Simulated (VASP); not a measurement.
# MoIr4 (Pm-3m) in VASP: single point with PBE

Aim: the single point of MoIr4 with PBE.

All numbers are computed with VASP 6.6.1; they aren't measurements. Logs are shortened: lines on timing, memory, paths and dates and some standing lists are left out, and cuts for length are marked.

**1. The cell of the first run**

The structure is cubic, space group Pm-3m (No. 221). Conventional cell: a = 4.237 Å, b = 4.237 Å, c = 4.237 Å, α = 90.00°, β = 90.00°, γ = 90.00°. Within 2.8 Å of Mo (site symmetry m-3m) lie 6 Ir at 2.12 Å. Ir (site symmetry m-3m) has 12 Ir at 3.00 Å and 8 Mo at 3.67 Å within 3.9 Å. Ir (site symmetry 4/mmm) has 2 Mo at 2.12 Å within 2.8 Å.

**2. Single point, PBE**

Contents of INCAR:

```
ALGO = Fast
EDIFF = 1E-7
ENCUT = 520
GGA = PE
ISIF = 2
ISMEAR = 0
LASPH = T
LCHARG = F
LREAL = F
LWAVE = F
NBANDS = 33
NELM = 60
PREC = Accurate
SIGMA = 0.1
```

Contents of KPOINTS:

```
k-points
0
Gamma
  4 4 4
```

Contents of POSCAR:

```
MoIr4
1.0
    4.2366155600      0.0000000000      0.0000000000
    0.0000000000      4.2366155600      0.0000000000
    0.0000000000      0.0000000000      4.2366155600
Mo Ir
1 4
Direct
    0.5000000000      0.5000000000      0.5000000000
    0.0000000000      0.0000000000      0.0000000000
    0.5000000000      0.5000000000      0.0000000000
    0.5000000000      0.0000000000      0.5000000000
    0.0000000000      0.5000000000      0.5000000000
```

Potentials or basis: VASP PAW PBE potentials, release 64 (Mo_sv, Ir).

Command:

```console
> cat potpaw_PBE.64/Mo_sv/POTCAR potpaw_PBE.64/Ir/POTCAR > POTCAR
> mpirun -np 1 vasp_std > vasp.out
```

OUTCAR:

```text
EDIFF = 1E-7
   ENCUT = 520
   GGA = PE
   ISIF = 2
   ISMEAR = 0
   LASPH = T
   LREAL = F
   NELM = 60
   PREC = Accurate

 ion  position               nearest neighbor table
   1  0.500  0.500  0.500-   3 2.12   4 2.12   5 2.12   3 2.12   4 2.12   5 2.12
   2  0.000  0.000  0.000-   3 3.00   4 3.00   5 3.00   4 3.00   5 3.00   3 3.00   5 3.00   5 3.00
                             3 3.00   4 3.00   4 3.00   3 3.00
   3  0.500  0.500  0.000-   1 2.12   1 2.12   4 3.00   5 3.00   2 3.00   4 3.00   5 3.00   2 3.00
                             4 3.00   4 3.00   2 3.00   5 3.00   5 3.00   2 3.00
   4  0.500  0.000  0.500-   1 2.12   1 2.12   3 3.00   5 3.00   2 3.00   3 3.00   2 3.00   3 3.00
                             5 3.00   3 3.00   2 3.00   5 3.00   2 3.00   5 3.00
   5  0.000  0.500  0.500-   1 2.12   1 2.12   3 3.00   4 3.00   2 3.00   3 3.00   2 3.00   4 3.00
                             2 3.00   2 3.00   3 3.00   4 3.00   3 3.00   4 3.00

  LATTYP: Found a simple cubic cell.
 ALAT       =     4.2366155600

  Lattice vectors:

 A1 = (   4.2366155600,   0.0000000000,   0.0000000000)
 A2 = (   0.0000000000,   4.2366155600,   0.0000000000)
 A3 = (   0.0000000000,   0.0000000000,   4.2366155600)

Analysis of symmetry for initial positions (statically):
=====================================================================
 Subroutine PRICEL returns:
 Original cell was already a primitive cell.

 Routine SETGRP: Setting up the symmetry group for a
 simple cubic supercell.

 Subroutine GETGRP returns: Found 48 space group operations
 (whereof 48 operations were pure point group operations)
 out of a pool of 48 trial point group operations.

The static configuration has the point symmetry O_h .

Analysis of symmetry for dynamics (positions and initial velocities):
=====================================================================
 Subroutine PRICEL returns:
 Original cell was already a primitive cell.

 Routine SETGRP: Setting up the symmetry group for a
 simple cubic supercell.

 Subroutine GETGRP returns: Found 48 space group operations
 (whereof 48 operations were pure point group operations)
 out of a pool of 48 trial point group operations.

The dynamic configuration has the point symmetry O_h .

 Subroutine INISYM returns: Found 48 space group operations
 (whereof 48 operations are pure point group operations),
 and found     1 'primitive' translations

----------------------------------------------------------------------------------------

                                     Primitive cell

  volume of cell :      76.0426

  direct lattice vectors                    reciprocal lattice vectors
     4.236615560  0.000000000  0.000000000     0.236037466  0.000000000  0.000000000
     0.000000000  4.236615560  0.000000000     0.000000000  0.236037466  0.000000000
     0.000000000  0.000000000  4.236615560     0.000000000  0.000000000  0.236037466

  length of vectors
     4.236615560  4.236615560  4.236615560     0.236037466  0.236037466  0.236037466

  position of ions in fractional coordinates (direct lattice)
     0.500000000  0.500000000  0.500000000
     0.000000000  0.000000000  0.000000000
     0.500000000  0.500000000  0.000000000
     0.500000000  0.000000000  0.500000000
     0.000000000  0.500000000  0.500000000

  ion indices of the primitive-cell ions
   primitive index   ion index
                 1           1
                 2           2
                 3           3
                 4           4
                 5           5

----------------------------------------------------------------------------------------

 KPOINTS: k-points

Automatic generation of k-mesh.
 Grid dimensions read from file:
 generate k-points for:    4    4    4

 Generating k-lattice:

  Cartesian coordinates                     Fractional coordinates (reciprocal lattice)
     0.059009366  0.000000000  0.000000000     0.250000000  0.000000000  0.000000000
     0.000000000  0.059009366  0.000000000     0.000000000  0.250000000  0.000000000
     0.000000000  0.000000000  0.059009366     0.000000000  0.000000000  0.250000000

  Length of vectors
     0.059009366  0.059009366  0.059009366

  Shift w.r.t. Gamma in fractional coordinates (k-lattice)
     0.000000000  0.000000000  0.000000000

 Subroutine IBZKPT returns following result:
 ===========================================

 Found     10 irreducible k-points:

 Following reciprocal coordinates:
            Coordinates               Weight
  0.000000  0.000000  0.000000      1.000000
  0.250000  0.000000  0.000000      6.000000
  0.500000  0.000000  0.000000      3.000000
  0.250000  0.250000  0.000000     12.000000
  0.500000  0.250000  0.000000     12.000000
  0.500000  0.500000  0.000000      3.000000
  0.250000  0.250000  0.250000      8.000000
  0.500000  0.250000  0.250000     12.000000
  0.500000  0.500000  0.250000      6.000000
  0.500000  0.500000  0.500000      1.000000
   k-points           NKPTS =     10   k-points in BZ     NKDIM =     10   number of bands    NBANDS=     33
   number of dos      NEDOS =    301   number of ions     NIONS =      5
   total plane-waves  NPLWV =  32768
   dimension x,y,z NGX =    32 NGY =   32 NGZ =   32
   dimension x,y,z NGXF=    64 NGYF=   64 NGZF=   64
   ions per type =               1   4
   NGX,Y,Z   is equivalent  to a cutoff of  12.56, 12.56, 12.56 a.u.
   NGXF,Y,Z  is equivalent  to a cutoff of  25.11, 25.11, 25.11 a.u.
 SYSTEM =  unknown system
   PREC   = accura    normal or accurate (medium, high low for compatibility)
   ISTART =      0    job   : 0-new  1-cont  2-samecut
   ICHARG =      2    charge: 1-file 2-atom 10-const
   ISPIN  =      1    spin polarized calculation?
   LNONCOLLINEAR =      F non collinear calculations
   LSORBIT =      F    spin-orbit coupling
   LASPH  =      T    aspherical Exc in radial PAW
   ENCUT  =  520.0 eV  38.22 Ry    6.18 a.u.   7.88  7.88  7.88*2*pi/ulx,y,z
   NELM   =     60;   NELMIN=  2; NELMDL= -5     # of ELM steps
   EDIFF  = 0.1E-06   stopping-criterion for ELM
   LREAL  =      F    real-space projection
   EDIFFG = 0.1E-05   stopping-criterion for IOM
   NSW    =      0    number of steps for IOM
   IBRION =     -1    ionic relax: 0-MD 1-quasi-New 2-CG
   NFREE  =      0    steps in history (QN), initial steepest desc. (CG)
   ISIF   =      2    stress and relaxation
   ISYM   =      2    0-nonsym 1-usesym 2-fastsym
   POTIM  = 0.5000    time-step for ionic-motion
   TEBEG  =    0.0;   TEEND  =   0.0 temperature during run
   PSTRESS=    0.0 pullay stress
   NELECT =      50.0000    total number of electrons
   NUPDOWN=      -1.0000    fix difference up-down
   EMIN   =  10.00;   EMAX   =-10.00  energy-range for DOS
   EFERMI =   0.00;   METHOD = LEGACY
   ISMEAR =     0;   SIGMA  =   0.10  broadening in eV -4-tet -1-fermi 0-gaus
   EFERMI_NEDOS =   21; number of points for ismear=-14 and -15
   IALGO  =     68    algorithm
   IMIX   =      4    mixing-type and parameters
     AMIX     =   0.40;   BMIX     =  1.00
     AMIX_MAG =   1.60;   BMIX_MAG =  1.00
  volume/ion in A,a.u.               =      15.21       102.63
  Fermi-wavevector in a.u.,A,eV,Ry     =   1.423571  2.690159 27.572943  2.026554
  Thomas-Fermi vector in A             =   2.544154
   LORBIT       =      0    0 simple, 1 ext, 2 COOP (PROOUT), +10 PAW based schemes
   GGA     = PE    functional components
   LHFCALC =     F    Hartree Fock is set to
   AEXX    =    0.0000 exact exchange contribution
   IVDW    =     0    specifies the selected vdW correction
   LEPSILON=     F    determine dielectric tensor
   LRPA    =     F    only Hartree local field effects (RPA)
 non-spin polarized calculation
 RMM-DIIS sequential band-by-band and
 Gauss-broadening in eV      SIGMA  =   0.10
  energy-cutoff  :      520.00
  volume of cell :       76.04
 maximum number of plane-waves:      2103
 NGX is ok and might be reduce to    32
   NGX = 15   NGY = 15   NGZ = 15

 number of electron      50.0000021 magnetization

 Free energy of the ion-electron system (eV)
  ---------------------------------------------------
  ext. energy  EPLUGINS =         0.00000000
  ---------------------------------------------------
  free energy    TOTEN  =       -31.36320118 eV

  energy without entropy =      -31.34593550  energy(sigma->0) =      -31.35456834

 E-fermi :   9.7495     XC(G=0): -13.2755

 val. band max:        9.7368075365   @ k =   0.5000   0.2500   0.0000
 cond. band min:       9.9126880949   @ k =   0.2500   0.2500   0.0000
 fundamental gap:      0.1758805584
 Fermi energy:         9.7495186458

 k-point     1 :       0.0000    0.0000    0.0000
  band No.  band energies     occupation
      1     -52.4171      2.00000
      2     -26.5782      2.00000
      3     -26.5782      2.00000
      4     -26.5782      2.00000
      5       0.6027      2.00000
      6       0.8766      2.00000
[... 25 lines left out ...]
     32      14.5354      0.00000
     33      14.5357      0.00000

 k-point     2 :       0.2500    0.0000    0.0000
  band No.  band energies     occupation
      1     -52.3747      2.00000
      2     -26.8639      2.00000
      3     -26.5876      2.00000
      4     -26.5876      2.00000
      5       0.9690      2.00000
      6       1.1088      2.00000
[... 25 lines left out ...]
     32      14.0196      0.00000
     33      14.4951      0.00000
[... 250 lines left out ...]
     32      11.7448      0.00000
     33      11.7851      0.00000

 k-point    10 :       0.5000    0.5000    0.5000
  band No.  band energies     occupation
      1     -52.1617      2.00000
      2     -27.1787      2.00000
      3     -27.1787      2.00000
      4     -27.1787      2.00000
      5       3.4794      2.00000
      6       3.4794      2.00000
[... 25 lines left out ...]
     32      11.5108      0.00000
     33      11.5108      0.00000

------------------------ aborting loop because EDIFF is reached ----------------------------------------

  FORCE on cell =-STRESS in cart. coord.  units (eV):
  Direction    XX          YY          ZZ          XY          YZ          ZX
  --------------------------------------------------------------------------------------
  -------------------------------------------------------------------------------------
  Total       39.6834288     39.6834288     39.6834288      0.0000000     -0.0000000     -0.0000000
  in kB      836.1084288    836.1084288    836.1084288      0.0000000     -0.0000000     -0.0000000
  external PRESSURE =     836.1084288 kB  Pullay stress =       0.0000000 kB

 VOLUME and BASIS-vectors are now :
 -----------------------------------------------------------------------------
  energy-cutoff  :      520.00
  volume of cell :       76.04
      direct lattice vectors                 reciprocal lattice vectors
     4.236615560  0.000000000  0.000000000     0.236037466  0.000000000  0.000000000
     0.000000000  4.236615560  0.000000000     0.000000000  0.236037466  0.000000000
     0.000000000  0.000000000  4.236615560     0.000000000  0.000000000  0.236037466

 POSITION                                       TOTAL-FORCE (eV/Angst)
 -----------------------------------------------------------------------------------
      2.11831      2.11831      2.11831         0.000000      0.000000      0.000000
      0.00000      0.00000      0.00000         0.000000      0.000000      0.000000
      2.11831      2.11831      0.00000         0.000000      0.000000      0.000000
      2.11831      0.00000      2.11831         0.000000      0.000000      0.000000
      0.00000      2.11831      2.11831         0.000000      0.000000      0.000000
 -----------------------------------------------------------------------------------
    total drift:                                0.000000     -0.000000     -0.000000

  FREE ENERGIE OF THE ION-ELECTRON SYSTEM (eV)
  ---------------------------------------------------
  free  energy   TOTEN  =       -31.3632011847 eV

  energy  without entropy=      -31.3459354986  energy(sigma->0) =      -31.35456834
```

It took 51 s on 1 thread of AMD EPYC 7R13, shared host; peak memory 0.15 GiB.

Results:

```yaml
Free_energy: -31.3632 eV
Pressure: 83.6 GPa
Band_gap_on_the_k_mesh: zero (band 25 reaches 10.61 eV, above the bottom of band 26 at 9.23 eV)
```

Caveat: the k points lie up to 0.37 Å⁻¹ apart; spin-orbit coupling is left out, which moves the levels of the heavy elements.
